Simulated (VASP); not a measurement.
# GaP (F-43m) in VASP: a series of runs, part 2 of 2

VASP 6.6.1.

### 4 Single point, PBE

The input, INCAR:

```
PREC = Accurate
ENCUT = 520
EDIFF = 1E-6
ISMEAR = 0
SIGMA = 0.028000000000000004
LREAL = False
LASPH = True
NELM = 80
ALGO = Normal
ISIF = 2
LWAVE = False
LCHARG = False
GGA = PE
NBANDS = 16
```

The input, KPOINTS:

```
Automatic mesh
0
Gamma
  8 8 8
```

The input, POSCAR:

```
GaP
1.0
    0.0000000000      2.7252500000      2.7252500000
    2.7252500000      0.0000000000      2.7252500000
    2.7252500000      2.7252500000      0.0000000000
Ga P
1 1
Direct
    0.0000000000      0.0000000000      0.0000000000
    0.7500000000      0.7500000000      0.7500000000
```

Potentials or basis: VASP PAW PBE potentials, release 64 (Ga_d, P).

Started as:

```bash
$ cat potpaw_PBE.64/Ga_d/POTCAR potpaw_PBE.64/P/POTCAR > POTCAR
$ mpirun -np 1 vasp_std > vasp.out
```

OUTCAR:

```text
PREC = Accurate
   ENCUT = 520
   EDIFF = 1E-6
   ISMEAR = 0
   LREAL = False
   LASPH = True
   NELM = 80
   ISIF = 2
   GGA = PE

 ion  position               nearest neighbor table
   1  0.000  0.000  0.000-   2 2.36   2 2.36   2 2.36   2 2.36
   2  0.750  0.750  0.750-   1 2.36   1 2.36   1 2.36   1 2.36

  LATTYP: Found a face centered cubic cell.
 ALAT       =     5.4505000000

  Lattice vectors:

 A1 = (   0.0000000000,   2.7252500000,   2.7252500000)
 A2 = (   2.7252500000,   0.0000000000,   2.7252500000)
 A3 = (   2.7252500000,   2.7252500000,   0.0000000000)

Analysis of symmetry for initial positions (statically):
=====================================================================
 Subroutine PRICEL returns:
 Original cell was already a primitive cell.

 Routine SETGRP: Setting up the symmetry group for a
 face centered cubic supercell.

 Subroutine GETGRP returns: Found 24 space group operations
 (whereof 24 operations were pure point group operations)
 out of a pool of 48 trial point group operations.

The static configuration has the point symmetry T_d .

Analysis of symmetry for dynamics (positions and initial velocities):
[... 160 lines left out ...]
 E-fermi :   4.7752     XC(G=0):  -9.8330

 val. band max:        4.6522415779   @ k =   0.0000   0.0000   0.0000
 cond. band min:       6.2940603726   @ k =   0.3750   0.3750   0.0000
 fundamental gap:      1.6418187947
 Fermi energy:         4.7751679118

 k-point     1 :       0.0000    0.0000    0.0000
  band No.  band energies     occupation
      1      -9.8985      2.00000
      2      -9.8985      2.00000
      3      -9.8985      2.00000
      4      -9.7988      2.00000
      5      -9.7988      2.00000
      6      -7.8395      2.00000
[... 433 lines left out ...]
      3      -9.8556      2.00000
      4      -9.8039      2.00000
      5      -9.7915      2.00000
      6      -5.3676      2.00000
[... 8 lines left out ...]
     15      16.6573      0.00000
     16      17.1621      0.00000

 [... further k-points ...]

------------------------ aborting loop because EDIFF is reached ----------------------------------------

  FORCE on cell =-STRESS in cart. coord.  units (eV):
  Direction    XX          YY          ZZ          XY          YZ          ZX
  --------------------------------------------------------------------------------------
  -------------------------------------------------------------------------------------
  Total        0.6120444      0.6120444      0.6120444      0.0000000      0.0000000     -0.0000000
  in kB       24.2239236     24.2239236     24.2239236      0.0000000      0.0000000     -0.0000000
  external PRESSURE =      24.2239236 kB  Pullay stress =       0.0000000 kB

 VOLUME and BASIS-vectors are now :
 -----------------------------------------------------------------------------
  energy-cutoff  :      520.00
  volume of cell :       40.48
      direct lattice vectors                 reciprocal lattice vectors
     0.000000000  2.725250000  2.725250000    -0.183469406  0.183469406  0.183469406
     2.725250000  0.000000000  2.725250000     0.183469406 -0.183469406  0.183469406
     2.725250000  2.725250000  0.000000000     0.183469406  0.183469406 -0.183469406

 POSITION                                       TOTAL-FORCE (eV/Angst)
 -----------------------------------------------------------------------------------
      0.00000      0.00000      0.00000         0.000000      0.000000      0.000000
      4.08788      4.08788      4.08788        -0.000000     -0.000000     -0.000000
 -----------------------------------------------------------------------------------
    total drift:                               -0.000002     -0.000002     -0.000002

  FREE ENERGIE OF THE ION-ELECTRON SYSTEM (eV)
  ---------------------------------------------------
  free  energy   TOTEN  =        -9.1161211020 eV

  energy  without entropy=       -9.1161211020  energy(sigma->0) =       -9.11612110
```

OSZICAR:

```text
N       E                     dE             d eps       ncg     rms          rms(c)
DAV:   1     0.804655251522E+02    0.80466E+02   -0.90530E+03   944   0.161E+03
DAV:   2    -0.324547505200E+01   -0.83711E+02   -0.79665E+02  1064   0.308E+02
DAV:   3    -0.928423065986E+01   -0.60388E+01   -0.60155E+01  1144   0.646E+01
DAV:   4    -0.938364864034E+01   -0.99418E-01   -0.99394E-01  1168   0.912E+00
DAV:   5    -0.938551442992E+01   -0.18658E-02   -0.18657E-02  1192   0.109E+00    0.425E+00
DAV:   6    -0.914250030948E+01    0.24301E+00   -0.37846E-01  1464   0.105E+01    0.281E+00
DAV:   7    -0.911527723123E+01    0.27223E-01   -0.95068E-02  1248   0.207E+00    0.112E+00
DAV:   8    -0.911558118516E+01   -0.30395E-03   -0.13415E-02  1064   0.140E+00    0.198E-01
DAV:   9    -0.911597987263E+01   -0.39869E-03   -0.13316E-03  1184   0.499E-01    0.802E-02
DAV:  10    -0.911605059985E+01   -0.70727E-04   -0.11091E-04  1432   0.116E-01    0.388E-02
DAV:  11    -0.911612140745E+01   -0.70808E-04   -0.95794E-05  1080   0.797E-02    0.496E-03
DAV:  12    -0.911612110199E+01    0.30546E-06   -0.25987E-06  1120   0.205E-02
   1 F= -.91161211E+01 E0= -.91161211E+01  d E =-.394219E-12
```

stdout:

```text
POSCAR found type information on POSCAR GaP
 POSCAR found :  2 types and       2 ions
 scaLAPACK will be used
 LDA part: xc-table for (Slater+PW92), standard interpolation
 POSCAR, INCAR and KPOINTS ok, starting setup
 FFT: planning ... GRIDC
 FFT: planning ... GRID_SOFT
 FFT: planning ... GRID
 WAVECAR not read
 entering main loop
```

Run time: 18 s. Hardware: 1 thread of Intel Xeon Platinum 8259CL at 2.50GHz (Skylake/Cascade Lake), shared host; peak memory 0.17 GiB.

What came out:

| Property | Result |
| --- | --- |
| Free energy | -9.1161 eV |
| Pressure | 2.4 GPa |
| Band gap on the k mesh | 1.64 eV, indirect (least direct gap 1.83 eV) |

### 5 Single point, RPBE+D4

This run uses another cell than the first one, of 19.66 Å³/atom, 0.971 times its volume.

The input, INCAR:

```
SYSTEM = GaP
ALGO = Normal ; EDIFF = 1E-6
ENCUT = 520 ; GGA = RP
ISIF = 2 ; ISMEAR = -1
IVDW = 13 ; LASPH = .TRUE.
LCHARG = .FALSE. ; LREAL = .FALSE.
LWAVE = .FALSE. ; NBANDS = 16
NELM = 60 ; PREC = Accurate
SIGMA = 0.05
```

The input, KPOINTS:

```
k-points
0
G
  8 8 8
  0 0 0
```

The input, POSCAR:

```
GaP
1.0
    0.0000000000      2.6988328569      2.6988328569
    2.6988328569      0.0000000000      2.6988328569
    2.6988328569      2.6988328569      0.0000000000
Ga P
1 1
Direct
    0.0000000000      0.0000000000      0.0000000000
    0.7500000000      0.7500000000      0.7500000000
```

Started as:

```bash
$ cat potpaw_PBE.64/Ga_d/POTCAR potpaw_PBE.64/P/POTCAR > POTCAR
$ mpirun -np 1 vasp_std > vasp.out
```

It took 16 s on 1 thread of Intel Xeon Platinum 8259CL at 2.50GHz (Skylake/Cascade Lake), shared host; peak memory 0.16 GiB.

Results (log left out):

```yaml
Free_energy: -10.0044 eV
Pressure: -0.1 GPa
Band_gap_on_the_k_mesh: 1.68 eV, indirect (least direct gap 2.20 eV)
Dispersion_energy_per_atom: -0.809 eV
```

Levels at points of the mesh, in eV from the valence-band top:
| k point | band 6 | band 7 | band 8 | band 9 | band 10 | band 11 | band 12 | band 13 |
| --- | --- | --- | --- | --- | --- | --- | --- | --- |
| (0.00, 0.00, 0.00) | -12.69 | 0.00 | 0.00 | 0.00 | 2.20 | 3.91 | 3.91 | 3.91 |
| (0.50, 0.00, 0.00) | -10.53 | -6.75 | -1.16 | -1.16 | 1.85 | 4.74 | 4.74 | 8.50 |
| (0.50, 0.50, 0.00) | -9.60 | -6.85 | -2.77 | -2.77 | 1.69 | 1.87 | 10.86 | 10.86 |

Caveat: the PAW data sets were made with another functional, which shifts forces and pressure a little.

### 6 Single point, revPBE

This run uses another cell than the first one, of 21.26 Å³/atom, 1.051 times its volume.

The input, INCAR:

```
  PREC = Accurate
  ENCUT = 520
  EDIFF = 1E-7
  ISMEAR = -1
  SIGMA = 0.05
  LREAL = False
  LASPH = True
  NELM = 80
  ALGO = Normal
  ISIF = 2
  LWAVE = False
  LCHARG = False
  GGA = RE
  NBANDS = 16
```

The input, KPOINTS:

```
Automatic mesh
0
Gamma
  8 8 8
```

The input, POSCAR:

```
GaP
1.0
    0.0000000000      2.7703808281      2.7703808281
    2.7703808281      0.0000000000      2.7703808281
    2.7703808281      2.7703808281      0.0000000000
Ga P
1 1
Direct
    0.0000000000      0.0000000000      0.0000000000
    0.7500000000      0.7500000000      0.7500000000
```

Potentials or basis: VASP PAW PBE potentials, release 64 (Ga_d, P).

Started as:

```bash
$ cat potpaw_PBE.64/Ga_d/POTCAR potpaw_PBE.64/P/POTCAR > POTCAR
$ mpirun -np 1 vasp_std > vasp.out
```

It took 25 s on 1 thread of Intel Xeon Platinum 8259CL at 2.50GHz (Skylake/Cascade Lake), shared host; peak memory 0.17 GiB.

The run converged. Its results:

* Free energy: -8.5534 eV
* Pressure: 0.0 GPa
* Band gap on the k mesh: 1.52 eV, direct

Levels at points of the mesh, in eV from the valence-band top:
| k point | band 7 | band 8 | band 9 | band 10 | band 11 | band 12 |
| --- | --- | --- | --- | --- | --- | --- |
| (0.00, 0.00, 0.00) | 0.00 | 0.00 | 0.00 | 1.52 | 3.92 | 3.92 |
| (0.50, 0.00, 0.00) | -6.32 | -1.04 | -1.04 | 1.59 | 4.75 | 4.75 |
| (0.50, 0.50, 0.00) | -6.49 | -2.50 | -2.50 | 1.83 | 1.92 | 10.27 |

Caveat: the PAW data sets were made with another functional, which shifts forces and pressure a little.

### 7 Overview

```tsv
level	cell	smearing	gap on the mesh (eV)	pressure (GPa)
PBE	a = 3.854 Å, angles 60.0°, 2 atoms	gaussian 0.022 eV	1.64	2.5
PBE	a = 3.854 Å, angles 60.0°, 2 atoms	gaussian 0.02 eV	1.64	2.4
PBE	a = 3.854 Å, angles 60.0°, 2 atoms	gaussian 0.028 eV	1.64	2.4
RPBE+D4	a = 3.817 Å, angles 60.0°, 2 atoms	fermi-dirac 0.05 eV	1.68	-0.1
revPBE	a = 3.918 Å, angles 60.0°, 2 atoms	fermi-dirac 0.05 eV	1.52	0.0
```

Alike in all rows: task single point; potentials or basis VASP PAW PBE potentials, release 64 (Ga_d, P); no spin polarisation; k mesh 8 × 8 × 8; cutoff (eV) 520.

On the cell as given the gap runs from 1.64 eV (PBE) to 1.64 eV (PBE).

Caveats: the PAW data sets were made with another functional, which shifts forces and pressure a little (some runs).

Total energies depend on the potentials used, so only differences within one code and one set of settings carry meaning.

### 8 How close it comes

Step 2. A measured gap of GaP is 2.34 eV (indirect; 10 K; quoted in “Stacking defects in GaP nanowires: Electronic structure and optical properties”, 2018, arxiv:1810.01194); the calculated 1.64 eV misses it by -0.70 eV. Spin-orbit coupling on Ga is left out. The value is that of PBE on a finite k mesh, which can miss the band edges, without temperature or zero-point motion. Semilocal functionals fall short of measured gaps as a rule.

Step 3. A measured gap of GaP is 2.34 eV (indirect; 10 K; quoted in “Stacking defects in GaP nanowires: Electronic structure and optical properties”, 2018, arxiv:1810.01194); the calculated 1.64 eV misses it by -0.70 eV. Spin-orbit coupling on Ga is left out. The value is that of PBE on a finite k mesh, which can miss the band edges, without temperature or zero-point motion. Semilocal functionals fall short of measured gaps as a rule.

Step 4. Against the measured gap of GaP, 2.34 eV (indirect; 10 K; quoted in “Stacking defects in GaP nanowires: Electronic structure and optical properties”, 2018, arxiv:1810.01194), the calculated 1.64 eV is off by -0.70 eV. Spin-orbit coupling on Ga is left out. The value is that of PBE on a finite k mesh, which can miss the band edges, without temperature or zero-point motion. Semilocal functionals fall short of measured gaps as a rule.

Step 5. A measured gap of GaP is 2.34 eV (indirect; 10 K; quoted in “Stacking defects in GaP nanowires: Electronic structure and optical properties”, 2018, arxiv:1810.01194); the calculated 1.68 eV misses it by -0.66 eV. Spin-orbit coupling on Ga is left out. The value is that of RPBE+D4 on a finite k mesh, which can miss the band edges, without temperature or zero-point motion. Semilocal functionals fall short of measured gaps as a rule.

Step 6. Against the measured gap of GaP, 2.34 eV (indirect; 10 K; quoted in “Stacking defects in GaP nanowires: Electronic structure and optical properties”, 2018, arxiv:1810.01194), the calculated 1.52 eV is off by -0.82 eV. Spin-orbit coupling on Ga is left out. The value is that of revPBE on a finite k mesh, which can miss the band edges, without temperature or zero-point motion. Semilocal functionals fall short of measured gaps as a rule.
